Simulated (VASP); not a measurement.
# C (P6_3/mmc) in VASP: electric field gradients with LDA

Aim: the electric field gradients of C with LDA.

All numbers are computed with VASP 6.6.1; they aren't measurements. Logs are shortened: lines on timing, memory, paths and dates and some standing lists are left out, and cuts for length are marked.

**1. The cell of the first run**

The structure is hexagonal, space group P6_3/mmc (No. 194). Conventional cell: a = 2.445 Å, b = 2.445 Å, c = 6.646 Å, α = 90.00°, β = 90.00°, γ = 120.00°. Within 1.9 Å of C (site symmetry -6m2) lie 3 C at 1.41 Å. C (site symmetry -6m2) has 3 C at 1.41 Å within 1.9 Å.

**2. Electric field gradients, LDA**

Input file INCAR:

```
ALGO     = Normal         # electronic algorithm
EDIFF    = 1E-8           # SCF threshold, eV
ENCUT    = 520            # plane-wave cutoff, eV
ISIF     = 2              # what is computed and relaxed
ISMEAR   = -1             # smearing method
LASPH    = True           # aspherical terms in the spheres
LCHARG   = False          # write CHGCAR
LEFG     = True         
LREAL    = False          # projectors in reciprocal space
LWAVE    = False          # write WAVECAR
NBANDS   = 16             # bands
NELM     = 60             # most SCF steps
PREC     = Accurate       # precision mode
SIGMA    = 0.15           # smearing width, eV
```

Input file KPOINTS:

```
k-points
0
Gamma
  18 18 6
```

Input file POSCAR:

```
C
1.0
    2.4449448891      0.0000000000      0.0000000000
   -1.2224724445      2.1173843848      0.0000000000
    0.0000000000      0.0000000000      6.6456227402
C
4
Direct
    0.0000000000      0.0000000000      0.0025000000
    0.0000000000      0.0000000000      0.5025000000
    0.3333333333      0.6666666667      0.0025000000
    0.6666666667      0.3333333333      0.5025000000
```

Potentials or basis: VASP PAW LDA potentials, release 64 (C).

Run with:

```bash
$ cat potpaw_LDA.64/C/POTCAR > POTCAR
$ mpirun -np 1 vasp_std > vasp.out
```

OUTCAR:

```text
EDIFF = 1E-8
   ENCUT = 520
   ISIF = 2
   ISMEAR = -1
   LASPH = True
   LREAL = False
   NELM = 60
   PREC = Accurate

 ion  position               nearest neighbor table
   1  0.000  0.000  0.002-   3 1.41   3 1.41   3 1.41
   2  0.000  0.000  0.502-   4 1.41   4 1.41   4 1.41
   3  0.333  0.667  0.002-   1 1.41   1 1.41   1 1.41
   4  0.667  0.333  0.502-   2 1.41   2 1.41   2 1.41

  LATTYP: Found a hexagonal cell.
 ALAT       =     2.4449448891
 C/A-ratio  =     2.7181073773

  Lattice vectors:

 A1 = (   2.4449448891,   0.0000000000,   0.0000000000)
 A2 = (  -1.2224724445,   2.1173843848,   0.0000000000)
 A3 = (   0.0000000000,   0.0000000000,   6.6456227402)

Analysis of symmetry for initial positions (statically):
=====================================================================
 Subroutine PRICEL returns:
 Original cell was already a primitive cell.

 Routine SETGRP: Setting up the symmetry group for a
 hexagonal supercell.

 Subroutine GETGRP returns: Found 24 space group operations
 (whereof  6 operations were pure point group operations)
 out of a pool of 24 trial point group operations.

The static configuration has the point symmetry C_3v.
 The point group associated with its full space group is D_6h.

Analysis of symmetry for dynamics (positions and initial velocities):
=====================================================================
 Subroutine PRICEL returns:
 Original cell was already a primitive cell.

 Routine SETGRP: Setting up the symmetry group for a
 hexagonal supercell.

 Subroutine GETGRP returns: Found 24 space group operations
 (whereof  6 operations were pure point group operations)
 out of a pool of 24 trial point group operations.

The dynamic configuration has the point symmetry C_3v.
 The point group associated with its full space group is D_6h.

 Subroutine INISYM returns: Found 24 space group operations
 (whereof  6 operations are pure point group operations),
 and found     1 'primitive' translations

----------------------------------------------------------------------------------------

                                     Primitive cell

  volume of cell :      34.4036

  direct lattice vectors                    reciprocal lattice vectors
     2.444944889  0.000000000  0.000000000     0.409007174  0.236140402  0.000000000
    -1.222472444  2.117384385  0.000000000     0.000000000  0.472280804  0.000000000
     0.000000000  0.000000000  6.645622740     0.000000000  0.000000000  0.150474988

  length of vectors
     2.444944889  2.444944889  6.645622740     0.472280804  0.472280804  0.150474988

  position of ions in fractional coordinates (direct lattice)
     0.000000000  0.000000000  0.002500000
     0.000000000  0.000000000  0.502500000
     0.333333333  0.666666667  0.002500000
     0.666666667  0.333333333  0.502500000

  ion indices of the primitive-cell ions
   primitive index   ion index
                 1           1
                 2           2
                 3           3
                 4           4

----------------------------------------------------------------------------------------

 KPOINTS: k-points

Automatic generation of k-mesh.
 Grid dimensions read from file:
 generate k-points for:   18   18    6

 Generating k-lattice:

  Cartesian coordinates                     Fractional coordinates (reciprocal lattice)
     0.022722621  0.013118911  0.000000000     0.055555556 -0.000000000  0.000000000
     0.000000000  0.026237822  0.000000000     0.000000000  0.055555556  0.000000000
     0.000000000  0.000000000  0.025079165     0.000000000  0.000000000  0.166666667

  Length of vectors
     0.026237822  0.026237822  0.025079165

  Shift w.r.t. Gamma in fractional coordinates (k-lattice)
     0.000000000  0.000000000  0.000000000

 Subroutine IBZKPT returns following result:
 ===========================================

 Found    148 irreducible k-points:

 Following reciprocal coordinates:
            Coordinates               Weight
  0.000000  0.000000  0.000000      1.000000
  0.055556  0.000000  0.000000      6.000000
  0.111111  0.000000  0.000000      6.000000
  0.166667  0.000000  0.000000      6.000000
  0.222222  0.000000  0.000000      6.000000
  0.277778  0.000000  0.000000      6.000000
[... 16 lines left out ...]
  0.333333  0.111111  0.000000     12.000000
  0.388889  0.111111  0.000000     12.000000
 [... further k-points ...]
   k-points           NKPTS =    148   k-points in BZ     NKDIM =    148   number of bands    NBANDS=     16
   number of dos      NEDOS =    301   number of ions     NIONS =      4
   total plane-waves  NPLWV =  16200
   dimension x,y,z NGX =    18 NGY =   18 NGZ =   50
   dimension x,y,z NGXF=    36 NGYF=   36 NGZF=  100
   ions per type =               4
   NGX,Y,Z   is equivalent  to a cutoff of  12.24, 12.24, 12.51 a.u.
   NGXF,Y,Z  is equivalent  to a cutoff of  24.48, 24.48, 25.02 a.u.
 SYSTEM =  unknown system
   PREC   = accura    normal or accurate (medium, high low for compatibility)
   ISTART =      0    job   : 0-new  1-cont  2-samecut
   ICHARG =      2    charge: 1-file 2-atom 10-const
   ISPIN  =      1    spin polarized calculation?
   LNONCOLLINEAR =      F non collinear calculations
   LSORBIT =      F    spin-orbit coupling
   LASPH  =      T    aspherical Exc in radial PAW
   ENCUT  =  520.0 eV  38.22 Ry    6.18 a.u.   4.55  4.55 12.36*2*pi/ulx,y,z
   NELM   =     60;   NELMIN=  2; NELMDL= -5     # of ELM steps
   EDIFF  = 0.1E-07   stopping-criterion for ELM
   LREAL  =      F    real-space projection
   EDIFFG = 0.1E-06   stopping-criterion for IOM
   NSW    =      0    number of steps for IOM
   IBRION =     -1    ionic relax: 0-MD 1-quasi-New 2-CG
   NFREE  =      0    steps in history (QN), initial steepest desc. (CG)
   ISIF   =      2    stress and relaxation
   ISYM   =      2    0-nonsym 1-usesym 2-fastsym
   POTIM  = 0.5000    time-step for ionic-motion
   TEBEG  =    0.0;   TEEND  =   0.0 temperature during run
   PSTRESS=    0.0 pullay stress
   NELECT =      16.0000    total number of electrons
   NUPDOWN=      -1.0000    fix difference up-down
   EMIN   =  10.00;   EMAX   =-10.00  energy-range for DOS
   EFERMI =   0.00;   METHOD = LEGACY
   ISMEAR =    -1;   SIGMA  =   0.15  broadening in eV -4-tet -1-fermi 0-gaus
   EFERMI_NEDOS =   21; number of points for ismear=-14 and -15
   IALGO  =     38    algorithm
   IMIX   =      4    mixing-type and parameters
     AMIX     =   0.40;   BMIX     =  1.00
     AMIX_MAG =   1.60;   BMIX_MAG =  1.00
  volume/ion in A,a.u.               =       8.60        58.04
  Fermi-wavevector in a.u.,A,eV,Ry     =   1.268372  2.396876 21.888614  1.608768
  Thomas-Fermi vector in A             =   2.401470
   LORBIT       =      0    0 simple, 1 ext, 2 COOP (PROOUT), +10 PAW based schemes
   GGA     = CA    functional components
   LHFCALC =     F    Hartree Fock is set to
   AEXX    =    0.0000 exact exchange contribution
   IVDW    =     0    specifies the selected vdW correction
   LEPSILON=     F    determine dielectric tensor
   LRPA    =     F    only Hartree local field effects (RPA)
 non-spin polarized calculation
  energy-cutoff  :      520.00
  volume of cell :       34.40
 maximum number of plane-waves:       946
   NGX =  9   NGY =  9   NGZ = 25

 number of electron      15.9999996 magnetization

 Free energy of the ion-electron system (eV)
  ---------------------------------------------------
  ext. energy  EPLUGINS =         0.00000000
  ---------------------------------------------------
  free energy    TOTEN  =       -40.44918169 eV

  energy without entropy =      -40.44406181  energy(sigma->0) =      -40.44662175

 E-fermi :   4.7883     XC(G=0): -10.8663

 val. band max:        4.7853343564   @ k =   0.3333   0.3333   0.3333
 cond. band min:       4.7956447054   @ k =   0.3333   0.3333   0.5000
 fundamental gap:      0.0103103490
 Fermi energy:         4.7882528121

 k-point     1 :       0.0000    0.0000    0.0000
  band No.  band energies     occupation
      1     -14.8494      2.00000
      2     -14.5077      2.00000
      3      -4.0022      2.00000
      4      -1.8591      2.00000
      5       1.7930      2.00000
      6       1.7930      2.00000
[... 433 lines left out ...]
      3      -7.4585      2.00000
      4      -7.2731      2.00000
      5      -2.5076      2.00000
      6      -2.4231      2.00000
[... 8 lines left out ...]
     15      17.7769      0.00000
     16      18.7182      0.00000

 [... further k-points ...]
[... 5 lines left out ...]
  --------------------------------------------------------------------------------------
  -------------------------------------------------------------------------------------
  Total        0.2762175      0.2762175     -0.0254779      0.0000000      0.0000000      0.0000000
  in kB       12.8634463     12.8634463     -1.1865076      0.0000000      0.0000000      0.0000000
  external PRESSURE =       8.1801283 kB  Pullay stress =       0.0000000 kB

 VOLUME and BASIS-vectors are now :
 -----------------------------------------------------------------------------
  energy-cutoff  :      520.00
  volume of cell :       34.40
      direct lattice vectors                 reciprocal lattice vectors
     2.444944889  0.000000000  0.000000000     0.409007174  0.236140402  0.000000000
    -1.222472444  2.117384385  0.000000000     0.000000000  0.472280804  0.000000000
     0.000000000  0.000000000  6.645622740     0.000000000  0.000000000  0.150474988

 POSITION                                       TOTAL-FORCE (eV/Angst)
 -----------------------------------------------------------------------------------
      0.00000      0.00000      0.01661         0.000000     -0.000000     -0.000000
      0.00000      0.00000      3.33943        -0.000000      0.000000      0.000000
     -0.00000      1.41159      0.01661        -0.000000     -0.000000      0.000000
      1.22247      0.70579      3.33943         0.000000      0.000000      0.000000
 -----------------------------------------------------------------------------------
    total drift:                               -0.000000     -0.000000      0.000002

  FREE ENERGIE OF THE ION-ELECTRON SYSTEM (eV)
  ---------------------------------------------------
  free  energy   TOTEN  =       -40.4491816941 eV

  energy  without entropy=      -40.4440618077  energy(sigma->0) =      -40.44662175

 Electric field gradients (V/A^2)
---------------------------------------------------------------------
 ion       V_xx      V_yy      V_zz      V_xy      V_xz      V_yz
---------------------------------------------------------------------
   1     -17.424   -17.425    34.850    -0.001    -0.000     0.000
   2     -17.424   -17.425    34.850    -0.001     0.000    -0.000
   3     -16.471   -16.472    32.944    -0.001     0.000    -0.000
   4     -16.471   -16.472    32.944    -0.001    -0.000     0.000
---------------------------------------------------------------------

 Electric field gradients after diagonalization (V/A^2)
 (convention: |V_zz| > |V_xx| > |V_yy|)
----------------------------------------------------------------------
 ion       V_xx      V_yy      V_zz     asymmetry (V_yy - V_xx)/ V_zz
----------------------------------------------------------------------
   1     -17.426   -17.424    34.850       0.000
   2     -17.426   -17.424    34.850       0.000
   3     -16.473   -16.471    32.944       0.000
   4     -16.473   -16.471    32.944       0.000
----------------------------------------------------------------------

           NMR quadrupolar parameters

 Cq : quadrupolar parameter    Cq=e*Q*V_zz/h
 eta: asymmetry parameters     (V_yy - V_xx)/ V_zz
 Q  : nuclear electric quadrupole moment in mb (millibarn)
----------------------------------------------------------------------
 ion       Cq(MHz)       eta       Q (mb)
----------------------------------------------------------------------
   1       0.084       0.000       1.000
   2       0.084       0.000       1.000
   3       0.080       0.000       1.000
   4       0.080       0.000       1.000
----------------------------------------------------------------------
```

Wall time 58 s (1 thread of Intel Xeon Platinum 8259CL at 2.50GHz (Skylake/Cascade Lake), shared host); peak memory 0.16 GiB.

What came out:

```yaml
Free_energy: -40.4492 eV
Pressure: 0.8 GPa
Band_gap_on_the_k_mesh: zero (band 8 reaches 4.79 eV, above the bottom of band 9 at 4.75 eV)
```

Stress tensor (GPa, compression positive):
```
 1.29  0.00  0.00
 0.00  1.29  0.00
 0.00  0.00 -0.12
```

Electric field gradients, principal values (V/Å²):
| atom | least | middle | greatest (by size) |
| --- | --- | --- | --- |
| 1 C | -17.424 | -17.426 | 34.850 |
| 2 C | -17.424 | -17.426 | 34.850 |
| 3 C | -16.471 | -16.473 | 32.944 |
| 4 C | -16.471 | -16.473 | 32.944 |

Caveat: without QUAD_EFG the Cq values of the log hold for a quadrupole moment of 1 mb, not for the nuclei.
